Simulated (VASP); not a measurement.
Wanted: the native input for a VASP 6.6.1 run.

```
Task                   : single point
Functional             : PBE
Potentials or basis    : VASP PAW PBE potentials, release 64 (Na_pv, Ga_d, F)
Cutoff                 : 520 eV
k mesh                 : 6 × 6 × 6
Occupations            : gaussian, width 0.1 eV
Spin                   : no spin polarisation
Dipole correction      : no
Further INCAR settings : ALGO = Normal; EDIFF = 1e-07; NBANDS = 36
```

The structure of NaGa2F3 lies in POSCAR:

```
NaGa2F3
1.0
    2.5820561600      1.4907508200      3.9506773000
   -2.5820561600      1.4907508200      3.9506773000
    0.0000000000     -2.9815016400      3.9506773000
Na Ga F
1 2 3
Direct
    0.0000000000      0.0000000000      0.0000000000
    0.6272294500      0.6272294500      0.6272294500
    0.3727705500      0.3727705500      0.3727705500
    0.0000000000      0.5000000000      0.0000000000
    0.5000000000      0.0000000000      0.0000000000
    0.0000000000      0.0000000000      0.5000000000
```

The cell was built from a structure type or drawn by symmetry, and may not be a known phase.

One way to write it, as run:

INCAR

```
SYSTEM = NaGa2F3
ALGO     = Normal         ! electronic algorithm
EDIFF    = 1E-7           ! SCF threshold, eV
ENCUT    = 520            ! plane-wave cutoff, eV
GGA      = PE             ! functional
ISIF     = 2              ! what is computed and relaxed
ISMEAR   = 0              ! smearing method
LASPH    = .True.         ! aspherical terms in the spheres
LCHARG   = .False.        ! write CHGCAR
LREAL    = .False.        ! projectors in reciprocal space
LWAVE    = .False.        ! write WAVECAR
NBANDS   = 36             ! bands
NELM     = 80             ! most SCF steps
PREC     = Accurate       ! precision mode
SIGMA    = 0.1            ! smearing width, eV
```

KPOINTS

```
k-points
0
Gamma
  6 6 6
  0 0 0
```

Potentials or basis: VASP PAW PBE potentials, release 64 (Na_pv, Ga_d, F).

Launch:

```console
$ cat potpaw_PBE.64/Na_pv/POTCAR potpaw_PBE.64/Ga_d/POTCAR potpaw_PBE.64/F/POTCAR > POTCAR
$ mpirun -np 1 vasp_std > vasp.out
```

It gave:

- Pressure: -2.0 GPa
- Largest force: 0.089 eV/Å
- Band gap on the k mesh: 1.53 eV (least direct gap 1.76 eV)

Wall time 64 s on 1 thread of Intel(R) Xeon(R) 6975P-C (Granite Rapids), with other jobs on the host, peak memory 0.28 GiB.
